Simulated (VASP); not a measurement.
# MnS (F-43m) in VASP: notebook, part 2 of 2

VASP 6.6.1. Earlier steps stand in the parts before.

**4. Single point, revPBE+D4, collinear spin, ferromagnetic start**

This run uses another cell than the first one, of 14.67 Å³/atom.

Input file INCAR:

```
  ALGO = Normal
  EDIFF = 1E-6
  ENCUT = 520
  GGA = RE
  ISIF = 2
  ISMEAR = -1
  ISPIN = 2
  IVDW = 13
  LASPH = T
  LCHARG = F
  LMAXMIX = 4
  LORBIT = 11
  LREAL = F
  LWAVE = F
  MAGMOM = 4 0
  NBANDS = 20
  NELM = 150
  PREC = Accurate
  SIGMA = 0.05
```

Input file KPOINTS:

```
k-points
0
Gamma
  9 9 9
```

Input file POSCAR:

```
MnS
1.0
    0.0000000000      2.4478955742      2.4478955742
    2.4478955742      0.0000000000      2.4478955742
    2.4478955742      2.4478955742      0.0000000000
Mn S
1 1
Direct
    0.0000000000      0.0000000000      0.0000000000
    0.7500000000      0.7500000000      0.7500000000
```

Started as:

```sh
cat potpaw_PBE.64/Mn_pv/POTCAR potpaw_PBE.64/S/POTCAR > POTCAR
mpirun -np 1 vasp_std > vasp.out
```

It took 78 s on 1 thread of Intel Xeon 8259CL, shared host; peak memory 0.19 GiB.

The run converged. Its results:

```
Free energy                                           : -14.6603 eV
Pressure                                              : -0.1 GPa
Net moment                                            : 0.18 μB per cell
Site moments                                          : Mn +0.18; S -0.00 μB
Valence electrons inside the program's atomic spheres : Mn 12.09; S 3.77
Dispersion energy per atom                            : -0.892 eV
```

Levels at points of the mesh, in eV from the Fermi level:
Spin up:
| k point | band 8 | band 9 | band 10 | band 11 | band 12 | band 13 |
| --- | --- | --- | --- | --- | --- | --- |
| (0.00, 0.00, 0.00) | -0.92 | -0.92 | 3.85 | 3.85 | 3.85 | 4.02 |
Spin down:
| k point | band 6 | band 7 | band 8 | band 9 | band 10 | band 11 | band 12 | band 13 |
| --- | --- | --- | --- | --- | --- | --- | --- | --- |
| (0.00, 0.00, 0.00) | -4.80 | -4.80 | -0.70 | -0.70 | 3.91 | 3.91 | 3.91 | 4.05 |

Caveat: the PAW data sets were made with another functional, which shifts forces and pressure a little; semilocal functionals often make such compounds metallic where correlation or magnetic order opens a gap, which also shifts bond lengths.

**5. Relaxation of cell and atoms, revPBE+D4, collinear spin, ferromagnetic start**

Input file INCAR:

```
ALGO     = Normal         # electronic algorithm
EDIFF    = 1E-6           # SCF threshold, eV
EDIFFG   = -0.01          # ionic threshold
ENCUT    = 600            # plane-wave cutoff, eV
GGA      = RE             # functional
IBRION   = 2              # ionic algorithm
ISIF     = 3              # what is computed and relaxed
ISMEAR   = -1             # smearing method
ISPIN    = 2              # spin polarisation
IVDW     = 13             # dispersion correction
LASPH    = T              # aspherical terms in the spheres
LCHARG   = F              # write CHGCAR
LMAXMIX  = 4              # l up to which the mixer works
LORBIT   = 11             # projections on sites
LREAL    = F              # projectors in reciprocal space
LWAVE    = F              # write WAVECAR
MAGMOM   = 4 0            # initial moments
NELM     = 150            # most SCF steps
NSW      = 60             # ionic steps
PREC     = Accurate       # precision mode
SIGMA    = 0.05           # smearing width, eV
```

KPOINTS is that of step 4.

Input file POSCAR:

```
MnS
1.0
    0.0000000000      2.4734634191      2.4734634191
    2.4734634191      0.0000000000      2.4734634191
    2.4734634191      2.4734634191      0.0000000000
Mn S
1 1
Direct
    0.0000000000      0.0000000000      0.0000000000
    0.7500000000      0.7500000000      0.7500000000
```

Potentials or basis: VASP PAW PBE potentials, release 64 (Mn_pv, S).

Started as:

```sh
cat potpaw_PBE.64/Mn_pv/POTCAR potpaw_PBE.64/S/POTCAR > POTCAR
mpirun -np 1 vasp_std > vasp.out
```

OUTCAR:

```text
EDIFF = 1E-6
   EDIFFG = -0.01
   ENCUT = 600
   GGA = RE
   IBRION = 2
   ISIF = 3
   ISMEAR = -1
   ISPIN = 2
   IVDW = 13
   LASPH = T
   LORBIT = 11
   LREAL = F
   NELM = 150
   NSW = 60
   PREC = Accurate

 ion  position               nearest neighbor table
   1  0.000  0.000  0.000-   2 2.14   2 2.14   2 2.14   2 2.14
   2  0.750  0.750  0.750-   1 2.14   1 2.14   1 2.14   1 2.14

  LATTYP: Found a face centered cubic cell.
 ALAT       =     4.9469268382

  Lattice vectors:

 A1 = (   0.0000000000,   2.4734634191,   2.4734634191)
 A2 = (   2.4734634191,   0.0000000000,   2.4734634191)
 A3 = (   2.4734634191,   2.4734634191,   0.0000000000)

Analysis of symmetry for initial positions (statically):
=====================================================================
 Subroutine PRICEL returns:
 Original cell was already a primitive cell.

 Routine SETGRP: Setting up the symmetry group for a
 face centered cubic supercell.

 Subroutine GETGRP returns: Found 24 space group operations
 (whereof 24 operations were pure point group operations)
 out of a pool of 48 trial point group operations.

The static configuration has the point symmetry T_d .

Analysis of symmetry for dynamics (positions and initial velocities):
=====================================================================
 Subroutine PRICEL returns:
 Original cell was already a primitive cell.

 Routine SETGRP: Setting up the symmetry group for a
 face centered cubic supercell.

 Subroutine GETGRP returns: Found 24 space group operations
 (whereof 24 operations were pure point group operations)
[... 259 lines left out ...]
 Fermi energy:         7.8852060903

 spin component 1

 k-point     1 :       0.0000    0.0000    0.0000
  band No.  band energies     occupation
      1     -39.9525      1.00000
      2     -39.9525      1.00000
      3     -39.9525      1.00000
      4      -7.6064      1.00000
      5       3.0415      1.00000
      6       3.0415      1.00000
      7       3.0415      1.00000
      8       6.9594      1.00000
      9       6.9594      1.00000
     10      11.7341      0.00000
     11      11.7341      0.00000
     12      11.7341      0.00000
     13      11.9119      0.00000
     14      15.8986      0.00000
[... 403 lines left out ...]
      4      -5.8648      1.00000
      5       1.0415      1.00000
      6       3.7172      1.00000
      7       3.7172      1.00000
      8       6.0242      1.00000
      9       7.6345      0.99340
     10       7.8346      0.73348
     11       8.2267      0.00108
     12       8.2267      0.00108
     13      13.5099      0.00000
     14      14.8689      0.00000
     15      21.0959      0.00000

 [... further k-points ...]

 spin component 2

 k-point     1 :       0.0000    0.0000    0.0000
  band No.  band energies     occupation
      1     -39.7734      1.00000
      2     -39.7734      1.00000
      3     -39.7734      1.00000
      4      -7.5986      1.00000
      5       3.0833      1.00000
      6       3.0833      1.00000
      7       3.0833      1.00000
      8       7.1862      1.00000
      9       7.1862      1.00000
     10      11.7954      0.00000
     11      11.7954      0.00000
     12      11.7954      0.00000
     13      11.9365      0.00000
     14      15.9450      0.00000
[... 448 lines left out ...]
  FREE ENERGIE OF THE ION-ELECTRON SYSTEM (eV)
  ---------------------------------------------------
  free  energy   TOTEN  =       -14.6607837666 eV

  energy  without entropy=      -14.6413767062  energy(sigma->0) =      -14.65108024

 reached required accuracy - stopping structural energy minimisation

 total charge

# of ion       s       p       d       tot
------------------------------------------
    1        0.364   6.331   5.399  12.093
    2        1.326   2.448   0.000   3.773
--------------------------------------------------
tot          1.690   8.778   5.399  15.867

 magnetization (x)

# of ion       s       p       d       tot
------------------------------------------
    1        0.006   0.004   0.171   0.181
    2       -0.001  -0.003   0.000  -0.004
--------------------------------------------------
tot          0.006   0.001   0.171   0.177
```

Run time: 2.7 min. Hardware: 1 thread of Intel Xeon 8259CL, shared host; peak memory 0.2 GiB.

What came out:

```yaml
Free_energy: -14.6608 eV
Relaxed_volume: 14.66 Å³/atom
Relaxed_cell: a = 3.461 Å, b = 3.461 Å, c = 3.461 Å, α = 60.00°, β = 60.00°, γ = 60.00°
Space_group_after_relaxing_to_0.1_Å: F-43m (No. 216)
Energy_gained_by_relaxing: 6.9 meV/atom
Ionic_steps: 3
Pressure_after_relaxing: 0.0 GPa
Net_moment: 0.19 μB per cell
Site_moments: Mn +0.18; S -0.00 μB
Valence_electrons_inside_the_program's_atomic_spheres: Mn 12.09; S 3.77
Dispersion_energy_per_atom: -0.892 eV
```

The path:
```
step  energy change (eV)  largest force (eV/Å)  pressure (GPa)  volume (Å³)
   1              0.0000                0.0000           -4.58        30.27
   2              0.0002                0.0000            5.17        28.41
   3             -0.0138                0.0000            0.03        29.32
```

Final structure:
```
CELL_PARAMETERS angstrom
0.00000 2.44743 2.44743
2.44743 0.00000 2.44743
2.44743 2.44743 0.00000
ATOMIC_POSITIONS crystal
Mn 0.00000 0.00000 0.00000
S 0.75000 0.75000 0.75000
```

Levels at points of the mesh, in eV from the Fermi level:
Spin up:
| k point | band 6 | band 7 | band 8 | band 9 | band 10 | band 11 | band 12 | band 13 | band 14 | band 15 |
| --- | --- | --- | --- | --- | --- | --- | --- | --- | --- | --- |
| (0.00, 0.00, 0.00) | -4.84 | -4.84 | -0.93 | -0.93 | 3.85 | 3.85 | 3.85 | 4.03 | 8.01 | 8.01 |
Spin down:
```tsv
k point	band 5	band 6	band 7	band 8	band 9	band 10	band 11	band 12	band 13	band 14
(0.00, 0.00, 0.00)	-4.80	-4.80	-4.80	-0.70	-0.70	3.91	3.91	3.91	4.05	8.06
```

Caveat: the PAW data sets were made with another functional, which shifts forces and pressure a little; semilocal functionals often make such compounds metallic where correlation or magnetic order opens a gap, which also shifts bond lengths. With open d or f shells a metallic result of revPBE can be an artefact of self-interaction; +U or a hybrid may open a gap.

**6. The runs side by side**

| task | level | fixed moment (μB) | cell | k mesh | cutoff (eV) | gap on the mesh (eV) | pressure (GPa) | moment (μB) |
| --- | --- | --- | --- | --- | --- | --- | --- | --- |
| single point | PBE | 8.0 | a = 3.498 Å, angles 60.0°, 2 atoms | 8 × 8 × 8 | 520 | - | 107.0 | 8.00 |
| single point | PBEsol | - | a = 3.473 Å, angles 60.0°, 2 atoms | 9 × 9 × 9 | 520 | none | 0.2 | 0.20 |
| single point | revPBE+D4 | - | a = 3.462 Å, angles 60.0°, 2 atoms | 9 × 9 × 9 | 520 | none | -0.1 | 0.18 |
| relaxation of cell and atoms | revPBE+D4 | - | relaxed from a = 3.498 Å, angles 60.0°, 2 atoms | 9 × 9 × 9 | 600 | none | 0.0 | 0.19 |

Alike in all rows: potentials or basis VASP PAW PBE potentials, release 64 (Mn_pv, S); spin collinear, ferromagnetic start; smearing fermi-dirac 0.05 eV.

Caveats: the PAW data sets were made with another functional, which shifts forces and pressure a little (at least some runs); semilocal functionals often make such compounds metallic where correlation or magnetic order opens a gap, which also shifts bond lengths (at least some runs); the cell stands under pressure (at least some runs); the total moment is fixed, so each spin has its own Fermi level (at least some runs); a cell with one magnetic atom can't hold antiferromagnetic order, which such compounds often take (at least some runs).

Total energies depend on the potentials used, so only differences within one code and one set of settings carry meaning.
